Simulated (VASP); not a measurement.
# LuH3 (I4/mmm) in VASP: further runs, part 2 of 3

VASP 6.6.1. The steps go on from the part before.

**4. Single point, r2SCAN**

Contents of POSCAR:

```
LuH3
1.0
   -1.6740800000      1.6740800000      2.7822000000
    1.6740800000     -1.6740800000      2.7822000000
    1.6740800000      1.6740800000     -2.7822000000
Lu H
1 3
Direct
    0.0000000000      0.0000000000      0.0000000000
    0.7500000000      0.2500000000      0.5000000000
    0.2500000000      0.7500000000      0.5000000000
    0.5000000000      0.5000000000      0.0000000000
```

Contents of INCAR.step1:

```
SYSTEM = LuH3
PREC     = Accurate       ! precision mode
ENCUT    = 660            ! plane-wave cutoff, eV
ISMEAR   = 1              ! smearing method
SIGMA    = 0.05           ! smearing width, eV
LREAL    = .FALSE.        ! projectors in reciprocal space
LASPH    = .TRUE.         ! aspherical terms in the spheres
NELM     = 120            ! most SCF steps
NBANDS   = 22             ! bands
GGA      = PE             ! functional
ALGO     = Normal         ! electronic algorithm
EDIFF    = 1E-5           ! SCF threshold, eV
LWAVE    = .TRUE.         ! write WAVECAR
LCHARG   = .FALSE.        ! write CHGCAR
GGA_COMPAT= .FALSE.
```

Contents of INCAR.step2:

```
SYSTEM = LuH3
PREC     = Accurate       ! precision mode
ENCUT    = 660            ! plane-wave cutoff, eV
EDIFF    = 1E-6           ! SCF threshold, eV
ISMEAR   = 1              ! smearing method
SIGMA    = 0.05           ! smearing width, eV
LREAL    = .FALSE.        ! projectors in reciprocal space
LASPH    = .TRUE.         ! aspherical terms in the spheres
NELM     = 120            ! most SCF steps
ALGO     = Normal         ! electronic algorithm
ISIF     = 2              ! what is computed and relaxed
LWAVE    = .FALSE.        ! write WAVECAR
LCHARG   = .FALSE.        ! write CHGCAR
METAGGA  = R2SCAN         ! meta-GGA
LMIXTAU  = .TRUE.       
NBANDS   = 22             ! bands
ISTART   = 1            
GGA_COMPAT= .FALSE.
```

Contents of KPOINTS:

```
Automatic mesh
0
G
  5 5 5
  0 0 0
```

Potentials or basis: VASP PAW PBE potentials, release 64 (Lu, H).

On the command line:

```
$ cat potpaw_PBE.64/Lu/POTCAR potpaw_PBE.64/H/POTCAR > POTCAR
$ cp INCAR.step1 INCAR
$ mpirun -np 1 vasp_std > vasp.out
$ cp INCAR.step2 INCAR
$ mpirun -np 1 vasp_std > vasp.out
```

OUTCAR:

```text
SYSTEM = LuH3
   PREC = Accurate
   ENCUT = 660
   EDIFF = 1E-6
   ISMEAR = 1
   LREAL = .FALSE.
   LASPH = .TRUE.
   NELM = 120
   ISIF = 2
   METAGGA = R2SCAN
   ISTART = 1

 ion  position               nearest neighbor table
   1  0.000  0.000  0.000-   2 2.18   3 2.18   2 2.18   3 2.18   2 2.18   3 2.18   2 2.18   3 2.18

   2  0.750  0.250  0.500-   1 2.18   1 2.18   1 2.18   1 2.18
   3  0.250  0.750  0.500-   1 2.18   1 2.18   1 2.18   1 2.18
   4  0.500  0.500  0.000-

  LATTYP: Found a body centered tetragonal cell.
[... 640 lines left out ...]
  Direction    XX          YY          ZZ          XY          YZ          ZX
  --------------------------------------------------------------------------------------
  -------------------------------------------------------------------------------------
  Total        0.1136837      0.1136837      0.4965723      0.0000000      0.0000000      0.0000000
  in kB        5.8399343      5.8399343     25.5089361      0.0000000      0.0000000      0.0000000
  external PRESSURE =      12.3962682 kB  Pullay stress =       0.0000000 kB

 VOLUME and BASIS-vectors are now :
 -----------------------------------------------------------------------------
  energy-cutoff  :      660.00
  volume of cell :       31.19
      direct lattice vectors                 reciprocal lattice vectors
    -1.674080000  1.674080000  2.782200000     0.000000000  0.298671509  0.179713895
     1.674080000 -1.674080000  2.782200000     0.298671509  0.000000000  0.179713895
     1.674080000  1.674080000 -2.782200000     0.298671509  0.298671509  0.000000000

 POSITION                                       TOTAL-FORCE (eV/Angst)
 -----------------------------------------------------------------------------------
      0.00000      0.00000      0.00000        -0.000000     -0.000000     -0.000000
      0.00000      1.67408      1.39110         0.000000      0.000000      0.000000
      1.67408      0.00000      1.39110         0.000000     -0.000000      0.000000
      0.00000      0.00000      2.78220        -0.000000     -0.000000     -0.000000
 -----------------------------------------------------------------------------------
    total drift:                                0.000000     -0.000000     -0.000000

  FREE ENERGIE OF THE ION-ELECTRON SYSTEM (eV)
  ---------------------------------------------------
  free  energy   TOTEN  =       -50.6843498961 eV

  energy  without entropy=      -50.6843730878  energy(sigma->0) =      -50.68435763
```

OUTCAR.step1:

```text
SYSTEM = LuH3
   PREC = Accurate
   ENCUT = 660
   ISMEAR = 1
   LREAL = .FALSE.
   LASPH = .TRUE.
   NELM = 120
[... 670 lines left out ...]
      0.00000      1.67408      1.39110         0.000000     -0.000000     -0.000000
      1.67408      0.00000      1.39110        -0.000000      0.000000      0.000000
      0.00000      0.00000      2.78220         0.000000      0.000000      0.000000
 -----------------------------------------------------------------------------------
    total drift:                                0.000000     -0.000000     -0.000000

  FREE ENERGIE OF THE ION-ELECTRON SYSTEM (eV)
  ---------------------------------------------------
  free  energy   TOTEN  =       -16.5263360696 eV

  energy  without entropy=      -16.5263592612  energy(sigma->0) =      -16.52634380
```

Run time: 2.4 min. Hardware: 1 thread of AMD EPYC 7R43 (Zen 3), shared host; peak memory 0.17 GiB.

What came out:

* Free energy: -50.6843 eV
* Pressure: 1.2 GPa
* Band gap on the k mesh: 0.56 eV (least direct gap 0.58 eV)

Stress tensor (GPa, compression positive):
```
0.58 0.00 0.00
0.00 0.58 0.00
0.00 0.00 2.55
```

Levels at points of the mesh, in eV from the valence-band top:
```tsv
k point	band 12	band 13	band 14	band 15	band 16	band 17
(0.00, 0.00, 0.00)	-5.45	-0.85	0.00	0.58	1.87	1.87
```

Caveat: the k points lie up to 0.44 Å⁻¹ apart; the PAW data sets were made with another functional, which shifts forces and pressure a little; spin-orbit coupling is left out, which moves the levels of the heavy elements; an odd mesh through Γ misses points on the zone boundary, where band edges can lie.

(Part 2 of 3 ends here.)
